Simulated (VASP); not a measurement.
Fe, 2 atoms in the cell. Symmetry: Fd-3m, No. 227, cubic system. The conventional cell has a = 4.674 Å, b = 4.674 Å, c = 4.674 Å, α = 90.00°, β = 90.00°, γ = 90.00°. Within 2.7 Å of Fe (site symmetry -43m) lie 4 Fe at 2.02 Å. This isn't the form of Fe at room conditions, which is bcc.

```yaml
Program: VASP 6.6.1
Task: single point
Functional: PBEsol
Potentials_or_basis: VASP PAW PBE potentials, release 64 (Fe)
Cutoff: 520 eV
k_mesh: 15 × 15 × 15
Occupations: fermi-dirac, width 0.08 eV
Spin: collinear spin, ferromagnetic start
Starting_moments: "[2.5, 2.5] μB"
Dipole_correction: no
Further_INCAR_settings: ALGO = Normal; EDIFF = 1e-07; NBANDS = 19
```

Potentials or basis: VASP PAW PBE potentials, release 64 (Fe).

The run is started by

```sh
$ cat potpaw_PBE.64/Fe/POTCAR > POTCAR
$ mpirun -np 1 vasp_std > vasp.out
```

Hardware: 1 thread of Intel(R) Xeon(R) 6975P-C (Granite Rapids) (shared host).

Question: Estimate the wall time of this run.

Answer: It took 68 s on 1 thread of Intel(R) Xeon(R) 6975P-C (Granite Rapids), with other jobs on the host, peak memory 0.23 GiB. Counts: scf iterations 15, k points 120.
